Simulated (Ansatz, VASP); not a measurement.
## Two plane-wave programs on LiGeH3

Contents of INCAR:

```
SYSTEM = LiGeH3
  PREC = Accurate
  ENCUT = 520
  EDIFF = 1E-7
  ISMEAR = 0
  SIGMA = 0.1
  LREAL = .FALSE.
  LASPH = .TRUE.
  NELM = 60
  ALGO = Normal
  ISIF = 2
  LWAVE = .FALSE.
  LCHARG = .FALSE.
  GGA = PE
  NBANDS = 18
```

Contents of KPOINTS:

```
Automatic mesh
0
G
  6 6 4
  0 0 0
```

File POSCAR:

```
LiGeH3
1.0
    3.1742407900      0.0000000000      0.0000000000
    0.0000000000      3.1742407900      0.0000000000
    0.0000000000      0.0000000000      5.9884676000
Li Ge H
1 1 3
Direct
    0.0000000000      0.0000000000      0.5000000000
    0.5000000000      0.5000000000      0.5000000000
    0.0000000000      0.0000000000      0.2146266300
    0.0000000000      0.0000000000      0.7853733700
    0.0000000000      0.0000000000      0.0000000000
```

Input for Ansatz:

```yaml
crystal:
  lattice:
    - [3.17424079, 0.0, 0.0]
    - [0.0, 3.17424079, 0.0]
    - [0.0, 0.0, 5.9884676]
  atoms:
    - { symbol: Li, position: [0.0, 0.0, 0.5] }
    - { symbol: Ge, position: [0.5, 0.5, 0.5] }
    - { symbol: H, position: [0.0, 0.0, 0.21462663] }
    - { symbol: H, position: [0.0, 0.0, 0.78537337] }
    - { symbol: H, position: [0.0, 0.0, 0.0] }
basis:
  ecutwfc: 420
kpoints:
  mp_grid: { grid: [6, 6, 4] }
hamiltonian:
  xc: pbe
scf:
  occupations: { method: gaussian, width: 0.1 }
  lower_state_search: "off"
output:
  forces: true
  stress: true
  eigenvalues: true
```

Alike in both runs: task single point; functional PBE; k mesh 6 × 6 × 4; occupations gaussian, width 0.1 eV; no spin polarisation.

|  | VASP | Ansatz |
| --- | --- | --- |
| version | VASP 6.6.1 | Ansatz 0.2.0 |
| potentials or method | VASP PAW PBE potentials, release 64 (Li_sv, Ge_d, H), cutoff 520 eV | scalar-relativistic, plane waves, PAW |
| valence electrons in the cell | 20 | 20 |

```csv
,VASP,Ansatz,Ansatz less VASP
gap on the k mesh at the Fermi level (eV),none,none,-
rms of the force components (eV/Å),0.749,0.747,-0.0018
```

Atom by atom the forces differ by 0.002 eV/Å (rms over components). A gap of «none» marks a metal or a gap that the smearing closes. With one functional, cell and mesh, what is left measures potentials, basis and numerics.

Noted on VASP's run: the cutoff is under 1.25 times that of the potentials, so the pressure is a little rough.
